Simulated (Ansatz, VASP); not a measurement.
## Two plane-wave programs on W

```
W
1.0
    -1.57801    1.57801    1.57801
     1.57801   -1.57801    1.57801
     1.57801    1.57801   -1.57801
W
1
Direct
  0.00000 0.00000 0.00000
```

Alike in both runs: functional PBEsol; k mesh 8 × 8 × 8; occupations gaussian, width 0.1 eV; no spin polarisation.

Ansatz relaxed the structure, and its values are those at the end. VASP's run is a single point on that final structure, the one shown.

|  | VASP | Ansatz |
| --- | --- | --- |
| version | VASP 6.6.1 | Ansatz 0.2.0 |
| potentials or method | VASP PAW PBE potentials, release 64 (W_sv), cutoff 500 eV | scalar-relativistic, plane waves, PAW |
| valence electrons in the cell | 14 | 14 |

```tsv
	VASP	Ansatz	Ansatz less VASP
gap on the k mesh at the Fermi level (eV)	none	none	-
pressure (GPa)	0.6	-0.1	-0.62
```

VASP's potentials were made for PBE, not for PBEsol. A gap of «none» marks a metal or a gap that the smearing closes.

Spin-orbit coupling is off throughout.
